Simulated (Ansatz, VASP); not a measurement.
One calculation of AlNi, two programs

```
Al Ni
1.0
     3.04138    0.00000    0.00000
     0.00000    3.04138    0.00000
     0.00000    0.00000    2.58517
Al Ni
1 1
Direct
  0.00000 0.00000 0.00000
  0.50000 0.50000 0.50000
```

Alike in both runs: task single point; functional PBEsol; k mesh 18 × 18 × 18; occupations gaussian, width 0.15 eV; no spin polarisation.

|  | VASP | Ansatz |
| --- | --- | --- |
| version | VASP 6.6.1 | Ansatz 0.2.0 |
| potentials or method | VASP PAW PBE potentials, release 64 (Al, Ni), cutoff 520 eV | scalar-relativistic, plane waves, PAW |
| valence electrons in the cell | 13 | 21 |

|  | VASP | Ansatz | Ansatz less VASP |
| --- | --- | --- | --- |
| gap on the k mesh at the Fermi level (eV) | none | none | - |
| pressure (GPa) | -1.4 | -1.1 | +0.23 |
| traceless stress, the component that is largest in VASP (GPa) | 13.93 | 13.73 | -0.200 |

VASP's potentials were made for PBE, not for PBEsol. A gap of «none» marks a metal or a gap that the smearing closes. The functional is the same, so the differences come from potentials, cutoffs and numerics. VASP's potentials hold 13 valence electrons a cell and Ansatz's 21, so a difference there can come from the potentials and not from the codes.
